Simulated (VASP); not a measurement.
# Rb (Pm-3m) in VASP: notebook

Rb is run at these levels: PBEsol; tasks: single point.

Program: VASP 6.6.1. These are calculated values, not measurements. Logs are shortened: lines on timing, memory, paths and dates and some standing lists are left out, and cuts for length are marked.

### Step 1. The cell of the first run

The structure is cubic, space group Pm-3m (No. 221). The conventional cell has a = 3.999 Å, b = 3.999 Å, c = 3.999 Å, α = 90.00°, β = 90.00°, γ = 90.00°. Rb (site symmetry m-3m) has 6 Rb at 4.00 Å within 5.2 Å.

### Step 2. Single point, PBEsol (volume scaled by 0.68)

The input, INCAR:

```
ALGO     = Normal         # electronic algorithm
EDIFF    = 1E-6           # SCF threshold, eV
ENCUT    = 520            # plane-wave cutoff, eV
GGA      = PS             # functional
ISIF     = 2              # what is computed and relaxed
ISMEAR   = -1             # smearing method
LASPH    = True           # aspherical terms in the spheres
LCHARG   = True           # write CHGCAR
LELF     = True           # ELF
LREAL    = False          # projectors in reciprocal space
LVHAR    = True         
LWAVE    = False          # write WAVECAR
NBANDS   = 10             # bands
NELM     = 60             # most SCF steps
PREC     = Accurate       # precision mode
SIGMA    = 0.1            # smearing width, eV
```

The input, KPOINTS:

```
k-points
0
Gamma
  9 9 9
```

The input, POSCAR:

```
Rb
1.0
    3.9993577636      0.0000000000      0.0000000000
    0.0000000000      3.9993577636      0.0000000000
    0.0000000000      0.0000000000      3.9993577636
Rb
1
Direct
    0.0000000000      0.0000000000      0.0000000000
```

Potentials or basis: VASP PAW PBE potentials, release 64 (Rb_sv).

Started as:

```sh
> cat potpaw_PBE.64/Rb_sv/POTCAR > POTCAR
> mpirun -np 1 vasp_std > vasp.out
```

OUTCAR:

```text
EDIFF = 1E-6
   ENCUT = 520
   GGA = PS
   ISIF = 2
   ISMEAR = -1
   LASPH = True
   LREAL = False
   NELM = 60
   PREC = Accurate

 ion  position               nearest neighbor table
   1  0.000  0.000  0.000-

  LATTYP: Found a simple cubic cell.
 ALAT       =     3.9993577636

  Lattice vectors:

 A1 = (   3.9993577636,   0.0000000000,   0.0000000000)
 A2 = (   0.0000000000,   3.9993577636,   0.0000000000)
 A3 = (   0.0000000000,   0.0000000000,   3.9993577636)

Analysis of symmetry for initial positions (statically):
=====================================================================
 Subroutine PRICEL returns:
 Original cell was already a primitive cell.

 Routine SETGRP: Setting up the symmetry group for a
 simple cubic supercell.

 Subroutine GETGRP returns: Found 48 space group operations
[... 9 lines left out ...]

 Routine SETGRP: Setting up the symmetry group for a
 simple cubic supercell.

 Subroutine GETGRP returns: Found 48 space group operations
[... 11 lines left out ...]
                                     Primitive cell

  volume of cell :      63.9692

  direct lattice vectors                    reciprocal lattice vectors
     3.999357764  0.000000000  0.000000000     0.250040146  0.000000000  0.000000000
     0.000000000  3.999357764  0.000000000     0.000000000  0.250040146  0.000000000
     0.000000000  0.000000000  3.999357764     0.000000000  0.000000000  0.250040146

  length of vectors
     3.999357764  3.999357764  3.999357764     0.250040146  0.250040146  0.250040146

  position of ions in fractional coordinates (direct lattice)
     0.000000000  0.000000000  0.000000000

  ion indices of the primitive-cell ions
   primitive index   ion index
                 1           1

----------------------------------------------------------------------------------------

 KPOINTS: k-points

Automatic generation of k-mesh.
 Grid dimensions read from file:
 generate k-points for:    9    9    9

 Generating k-lattice:

  Cartesian coordinates                     Fractional coordinates (reciprocal lattice)
     0.027782238  0.000000000  0.000000000     0.111111111  0.000000000  0.000000000
     0.000000000  0.027782238  0.000000000     0.000000000  0.111111111  0.000000000
     0.000000000  0.000000000  0.027782238     0.000000000  0.000000000  0.111111111

  Length of vectors
     0.027782238  0.027782238  0.027782238

  Shift w.r.t. Gamma in fractional coordinates (k-lattice)
     0.000000000  0.000000000  0.000000000

 Subroutine IBZKPT returns following result:
 ===========================================

 Found     35 irreducible k-points:

 Following reciprocal coordinates:
            Coordinates               Weight
  0.000000  0.000000  0.000000      1.000000
  0.111111  0.000000  0.000000      6.000000
  0.222222  0.000000  0.000000      6.000000
  0.333333  0.000000  0.000000      6.000000
  0.444444  0.000000  0.000000      6.000000
  0.111111  0.111111  0.000000     12.000000
[... 16 lines left out ...]
  0.333333  0.333333  0.111111     24.000000
  0.444444  0.333333  0.111111     48.000000
 [... further k-points ...]
   k-points           NKPTS =     35   k-points in BZ     NKDIM =     35   number of bands    NBANDS=     10
   number of dos      NEDOS =    301   number of ions     NIONS =      1
   total plane-waves  NPLWV =  27000
   dimension x,y,z NGX =    30 NGY =   30 NGZ =   30
   dimension x,y,z NGXF=    60 NGYF=   60 NGZF=   60
   ions per type =               1
   NGX,Y,Z   is equivalent  to a cutoff of  12.47, 12.47, 12.47 a.u.
   NGXF,Y,Z  is equivalent  to a cutoff of  24.94, 24.94, 24.94 a.u.
 SYSTEM =  unknown system
   PREC   = accura    normal or accurate (medium, high low for compatibility)
   ISTART =      0    job   : 0-new  1-cont  2-samecut
   ICHARG =      2    charge: 1-file 2-atom 10-const
   ISPIN  =      1    spin polarized calculation?
   LNONCOLLINEAR =      F non collinear calculations
   LSORBIT =      F    spin-orbit coupling
   LASPH  =      T    aspherical Exc in radial PAW
   ENCUT  =  520.0 eV  38.22 Ry    6.18 a.u.   7.44  7.44  7.44*2*pi/ulx,y,z
   NELM   =     60;   NELMIN=  2; NELMDL= -5     # of ELM steps
   EDIFF  = 0.1E-05   stopping-criterion for ELM
   LREAL  =      F    real-space projection
   EDIFFG = 0.1E-04   stopping-criterion for IOM
   NSW    =      0    number of steps for IOM
   IBRION =     -1    ionic relax: 0-MD 1-quasi-New 2-CG
   NFREE  =      0    steps in history (QN), initial steepest desc. (CG)
   ISIF   =      2    stress and relaxation
   ISYM   =      2    0-nonsym 1-usesym 2-fastsym
   POTIM  = 0.5000    time-step for ionic-motion
   TEBEG  =    0.0;   TEEND  =   0.0 temperature during run
   PSTRESS=    0.0 pullay stress
   NELECT =       9.0000    total number of electrons
   NUPDOWN=      -1.0000    fix difference up-down
   EMIN   =  10.00;   EMAX   =-10.00  energy-range for DOS
   EFERMI =   0.00;   METHOD = LEGACY
   ISMEAR =    -1;   SIGMA  =   0.10  broadening in eV -4-tet -1-fermi 0-gaus
   EFERMI_NEDOS =   21; number of points for ismear=-14 and -15
   IALGO  =     38    algorithm
   IMIX   =      4    mixing-type and parameters
     AMIX     =   0.40;   BMIX     =  1.00
     AMIX_MAG =   1.60;   BMIX_MAG =  1.00
  volume/ion in A,a.u.               =      63.97       431.69
  Fermi-wavevector in a.u.,A,eV,Ry     =   0.851462  1.609030  9.864061  0.724988
  Thomas-Fermi vector in A             =   1.967599
   LORBIT       =      0    0 simple, 1 ext, 2 COOP (PROOUT), +10 PAW based schemes
   GGA     = PS    functional components
   LHFCALC =     F    Hartree Fock is set to
   AEXX    =    0.0000 exact exchange contribution
   IVDW    =     0    specifies the selected vdW correction
   LEPSILON=     F    determine dielectric tensor
   LRPA    =     F    only Hartree local field effects (RPA)
 non-spin polarized calculation
  energy-cutoff  :      520.00
  volume of cell :       63.97
 maximum number of plane-waves:      1747
 NGX is ok and might be reduce to    30
   NGX = 15   NGY = 15   NGZ = 15

 number of electron       9.0000000 magnetization

 Free energy of the ion-electron system (eV)
  ---------------------------------------------------
  ext. energy  EPLUGINS =         0.00000000
  ---------------------------------------------------
  free energy    TOTEN  =        -0.81763820 eV

  energy without entropy =       -0.78594358  energy(sigma->0) =       -0.80179089

 E-fermi :   0.9158     XC(G=0):  -6.4803

 val. band max:        0.8527914813   @ k =   0.3333   0.3333   0.1111
 cond. band min:       1.0031790031   @ k =   0.4444   0.2222   0.0000
 fundamental gap:      0.1503875218
 Fermi energy:         0.9158221050

 k-point     1 :       0.0000    0.0000    0.0000
  band No.  band energies     occupation
      1     -28.0930      2.00000
      2     -12.0076      2.00000
      3     -12.0076      2.00000
      4     -12.0076      2.00000
      5      -1.5548      2.00000
      6       3.1073      0.00000
      7       3.1073      0.00000
      8       7.9943      0.00000
      9       7.9943      0.00000
     10       7.9952      0.00000

 k-point     2 :       0.1111    0.0000    0.0000
  band No.  band energies     occupation
      1     -28.0898      2.00000
      2     -12.0624      2.00000
      3     -12.0029      2.00000
      4     -12.0029      2.00000
      5      -1.3925      2.00000
      6       3.1459      0.00000
      7       3.1779      0.00000
      8       7.2439      0.00000
      9       7.2439      0.00000
     10       7.8327      0.00000

 k-point     3 :       0.2222    0.0000    0.0000
  band No.  band energies     occupation
      1     -28.0816      2.00000
      2     -12.1972      2.00000
      3     -11.9910      2.00000
      4     -11.9910      2.00000
      5      -0.9371      2.00000
      6       3.0541      0.00000
      7       3.3730      0.00000
      8       6.4411      0.00000
      9       6.4411      0.00000
     10       7.2836      0.00000

 k-point     4 :       0.3333    0.0000    0.0000
  band No.  band energies     occupation
      1     -28.0723      2.00000
      2     -12.3440      2.00000
      3     -11.9774      2.00000
      4     -11.9774      2.00000
      5      -0.2607      1.99998
      6       2.4968      0.00000
      7       3.6327      0.00000
      8       5.8577      0.00000
      9       5.8577      0.00000
     10       7.6964      0.00000

 k-point     5 :       0.4444    0.0000    0.0000
  band No.  band energies     occupation
      1     -28.0662      2.00000
      2     -12.4364      2.00000
      3     -11.9684      2.00000
      4     -11.9684      2.00000
      5       0.5295      1.95886
      6       1.6604      0.00117
      7       3.8340      0.00000
      8       5.5532      0.00000
      9       5.5532      0.00000
     10       8.2740      0.00000

 k-point     6 :       0.1111    0.1111    0.0000
  band No.  band energies     occupation
      1     -28.0866      2.00000
      2     -12.0615      2.00000
      3     -12.0531      2.00000
      4     -11.9982      2.00000
      5      -1.2325      2.00000
      6       3.2218      0.00000
      7       3.2226      0.00000
      8       6.4744      0.00000
      9       7.0728      0.00000
     10       7.6936      0.00000

 k-point     7 :       0.2222    0.1111    0.0000
  band No.  band energies     occupation
      1     -28.0785      2.00000
      2     -12.1912      2.00000
      3     -12.0439      2.00000
      4     -11.9864      2.00000
      5      -0.7843      2.00000
      6       3.1390      0.00000
      7       3.4236      0.00000
      8       5.7600      0.00000
      9       6.4639      0.00000
     10       7.6472      0.00000

 k-point     8 :       0.3333    0.1111    0.0000
  band No.  band energies     occupation
      1     -28.0692      2.00000
      2     -12.3368      2.00000
      3     -12.0292      2.00000
      4     -11.9729      2.00000
      5      -0.1184      1.99994
      6       2.5565      0.00000
      7       3.6988      0.00000
      8       5.4292      0.00000
      9       5.9128      0.00000
     10       7.7624      0.00000

 k-point     9 :       0.4444    0.1111    0.0000
  band No.  band energies     occupation
      1     -28.0631      2.00000
      2     -12.4285      2.00000
      3     -12.0194      2.00000
      4     -11.9640      2.00000
      5       0.6786      1.82942
      6       1.6917      0.00085
      7       3.9350      0.00000
      8       5.1980      0.00000
      9       5.6155      0.00000
     10       7.8371      0.00000
[... 118 lines left out ...]
 k-point    19 :       0.4444    0.1111    0.1111
  band No.  band energies     occupation
      1     -28.0600      2.00000
      2     -12.4207      2.00000
      3     -12.0180      2.00000
      4     -12.0114      2.00000
      5       0.8155      1.46326
      6       1.7488      0.00048
      7       4.0353      0.00000
      8       4.8858      0.00000
      9       5.7035      0.00000
     10       7.3255      0.00000

 k-point    20 :       0.2222    0.2222    0.1111
  band No.  band energies     occupation
      1     -28.0673      2.00000
      2     -12.1788      2.00000
      3     -12.1601      2.00000
      4     -12.0261      2.00000
      5      -0.2214      1.99998
      6       3.3648      0.00000
      7       3.5369      0.00000
      8       5.0853      0.00000
      9       5.8560      0.00000
     10       6.4618      0.00000

 k-point    21 :       0.3333    0.2222    0.1111
  band No.  band energies     occupation
      1     -28.0581      2.00000
      2     -12.3117      2.00000
      3     -12.1512      2.00000
      4     -12.0118      2.00000
      5       0.3815      1.99049
      6       2.7939      0.00000
      7       3.7869      0.00000
      8       4.9458      0.00000
      9       5.6246      0.00000
     10       6.4943      0.00000

 k-point    22 :       0.4444    0.2222    0.1111
  band No.  band energies     occupation
      1     -28.0521      2.00000
      2     -12.4009      2.00000
      3     -12.1398      2.00000
      4     -12.0024      2.00000
      5       1.1006      0.27218
      6       1.9671      0.00005
      7       4.1190      0.00000
      8       4.5307      0.00000
      9       5.8639      0.00000
     10       6.5558      0.00000

 k-point    23 :       0.3333    0.3333    0.1111
  band No.  band energies     occupation
      1     -28.0490      2.00000
      2     -12.2971      2.00000
      3     -12.2835      2.00000
      4     -11.9979      2.00000
      5       0.8528      1.30512
      6       2.7457      0.00000
      7       3.7044      0.00000
      8       4.7892      0.00000
      9       5.7252      0.00000
     10       6.2621      0.00000

 k-point    24 :       0.4444    0.3333    0.1111
  band No.  band energies     occupation
      1     -28.0431      2.00000
      2     -12.3781      2.00000
      3     -12.2764      2.00000
      4     -11.9887      2.00000
      5       1.2682      0.05731
      6       2.4340      0.00000
      7       3.8448      0.00000
      8       4.4765      0.00000
      9       6.0361      0.00000
     10       6.2479      0.00000

 [... further k-points ...]
[... 5 lines left out ...]
  --------------------------------------------------------------------------------------
  -------------------------------------------------------------------------------------
  Total        0.7057522      0.7057522      0.7057522      0.0000000      0.0000000     -0.0000000
  in kB       17.6763269     17.6763269     17.6763269      0.0000000      0.0000000     -0.0000000
  external PRESSURE =      17.6763269 kB  Pullay stress =       0.0000000 kB

 VOLUME and BASIS-vectors are now :
 -----------------------------------------------------------------------------
  energy-cutoff  :      520.00
  volume of cell :       63.97
      direct lattice vectors                 reciprocal lattice vectors
     3.999357764  0.000000000  0.000000000     0.250040146  0.000000000  0.000000000
     0.000000000  3.999357764  0.000000000     0.000000000  0.250040146  0.000000000
     0.000000000  0.000000000  3.999357764     0.000000000  0.000000000  0.250040146

 POSITION                                       TOTAL-FORCE (eV/Angst)
 -----------------------------------------------------------------------------------
      0.00000      0.00000      0.00000         0.000000      0.000000      0.000000
 -----------------------------------------------------------------------------------
    total drift:                                0.000000      0.000000     -0.000000

  FREE ENERGIE OF THE ION-ELECTRON SYSTEM (eV)
  ---------------------------------------------------
  free  energy   TOTEN  =        -0.8176381999 eV

  energy  without entropy=       -0.7859435806  energy(sigma->0) =       -0.80179089
```

It took 22 s on 1 thread of Intel Xeon Platinum 8259CL at 2.50GHz (Skylake/Cascade Lake), shared host; peak memory 0.17 GiB.

Results:

```
Free energy : -0.8176 eV
Pressure    : 1.8 GPa
```

Levels at points of the mesh, in eV from the Fermi level:
```tsv
k point	band 3	band 4	band 5	band 6	band 7	band 8
(0.00, 0.00, 0.00)	-12.92	-12.92	-2.47	2.19	2.19	7.08
```

Caveat: the PAW data sets were made with another functional, which shifts forces and pressure a little.

### Step 3. Single point, PBEsol (volume scaled by 0.78)

The input, INCAR:

```
SYSTEM = Rb
PREC = Accurate ; ENCUT = 520
EDIFF = 1E-6 ; ISMEAR = -1
SIGMA = 0.1 ; LREAL = .False.
LASPH = .True. ; NELM = 100
ALGO = Normal ; ISIF = 2
LWAVE = .False. ; LCHARG = .False.
GGA = PS ; NBANDS = 10
```

The input, KPOINTS:

```
Automatic mesh
0
Gamma
  9 9 9
  0 0 0
```

The input, POSCAR:

```
Rb
1.0
    4.1865101884      0.0000000000      0.0000000000
    0.0000000000      4.1865101884      0.0000000000
    0.0000000000      0.0000000000      4.1865101884
Rb
1
Direct
    0.0000000000      0.0000000000      0.0000000000
```

Potentials or basis: VASP PAW PBE potentials, release 64 (Rb_sv).

Started as:

```sh
> cat potpaw_PBE.64/Rb_sv/POTCAR > POTCAR
> mpirun -np 1 vasp_std > vasp.out
```

OUTCAR:

```text
SYSTEM = Rb
   PREC = Accurate
   ENCUT = 520
   EDIFF = 1E-6
   ISMEAR = -1
   LREAL = .False.
   LASPH = .True.
   NELM = 100
   ISIF = 2
   GGA = PS

 ion  position               nearest neighbor table
   1  0.000  0.000  0.000-

  LATTYP: Found a simple cubic cell.
 ALAT       =     4.1865101884

  Lattice vectors:

 A1 = (   4.1865101884,   0.0000000000,   0.0000000000)
 A2 = (   0.0000000000,   4.1865101884,   0.0000000000)
 A3 = (   0.0000000000,   0.0000000000,   4.1865101884)

[... 481 lines left out ...]
      2     -12.7037      2.00000
      3     -12.6346      2.00000
      4     -12.4394      2.00000
      5       0.9442      0.02495
      6       1.8887      0.00000
      7       3.2423      0.00000
      8       3.8623      0.00000
      9       5.3165      0.00000
     10       5.5493      0.00000

 [... further k-points ...]
[... 5 lines left out ...]
  --------------------------------------------------------------------------------------
  -------------------------------------------------------------------------------------
  Total        0.4029084      0.4029084      0.4029084      0.0000000      0.0000000     -0.0000000
  in kB        8.7975232      8.7975232      8.7975232      0.0000000      0.0000000     -0.0000000
  external PRESSURE =       8.7975232 kB  Pullay stress =       0.0000000 kB

 VOLUME and BASIS-vectors are now :
 -----------------------------------------------------------------------------
  energy-cutoff  :      520.00
  volume of cell :       73.38
      direct lattice vectors                 reciprocal lattice vectors
     4.186510188  0.000000000  0.000000000     0.238862431  0.000000000  0.000000000
     0.000000000  4.186510188  0.000000000     0.000000000  0.238862431  0.000000000
     0.000000000  0.000000000  4.186510188     0.000000000  0.000000000  0.238862431

 POSITION                                       TOTAL-FORCE (eV/Angst)
 -----------------------------------------------------------------------------------
      0.00000      0.00000      0.00000         0.000000      0.000000      0.000000
 -----------------------------------------------------------------------------------
    total drift:                               -0.000000      0.000000      0.000000

  FREE ENERGIE OF THE ION-ELECTRON SYSTEM (eV)
  ---------------------------------------------------
  free  energy   TOTEN  =        -0.8934177212 eV

  energy  without entropy=       -0.8644370183  energy(sigma->0) =       -0.87892737
```

It took 17 s on 1 thread of Intel Xeon Platinum 8259CL at 2.50GHz (Skylake/Cascade Lake), shared host; peak memory 0.18 GiB.

What came out:

```yaml
Free_energy: -0.8934 eV
Pressure: 0.9 GPa
```

Caveat: the PAW data sets were made with another functional, which shifts forces and pressure a little.

### Step 4. Single point, PBEsol (volume scaled by 0.88)

The input, INCAR:

```
SYSTEM = Rb
  PREC = Accurate
  ENCUT = 520
  EDIFF = 1E-7
  ISMEAR = -1
  SIGMA = 0.1
  LREAL = .FALSE.
  LASPH = .TRUE.
  NELM = 80
  ALGO = Normal
  ISIF = 2
  LWAVE = .FALSE.
  LCHARG = .FALSE.
  GGA = PS
  NBANDS = 10
```

The input, KPOINTS:

```
regular mesh
0
G
  9 9 9
  0 0 0
```

The input, POSCAR:

```
Rb
1.0
    4.3582771298      0.0000000000      0.0000000000
    0.0000000000      4.3582771298      0.0000000000
    0.0000000000      0.0000000000      4.3582771298
Rb
1
Direct
    0.0000000000      0.0000000000      0.0000000000
```

Started as:

```sh
> cat potpaw_PBE.64/Rb_sv/POTCAR > POTCAR
> mpirun -np 1 vasp_std > vasp.out
```

Wall time 16 s (1 thread of Intel Xeon Platinum 8259CL at 2.50GHz (Skylake/Cascade Lake), shared host); peak memory 0.18 GiB.

Results (log left out):

```
Free energy : -0.9286 eV
Pressure    : 0.4 GPa
```

Levels at points of the mesh, in eV from the Fermi level:
| k point | band 2 | band 3 | band 4 | band 5 | band 6 | band 7 | band 8 | band 9 |
| --- | --- | --- | --- | --- | --- | --- | --- | --- |
| (0.00, 0.00, 0.00) | -13.00 | -13.00 | -13.00 | -2.11 | 2.31 | 2.31 | 6.31 | 6.31 |

Caveat: the PAW data sets were made with another functional, which shifts forces and pressure a little.

(Part 1 of 2 ends here.)
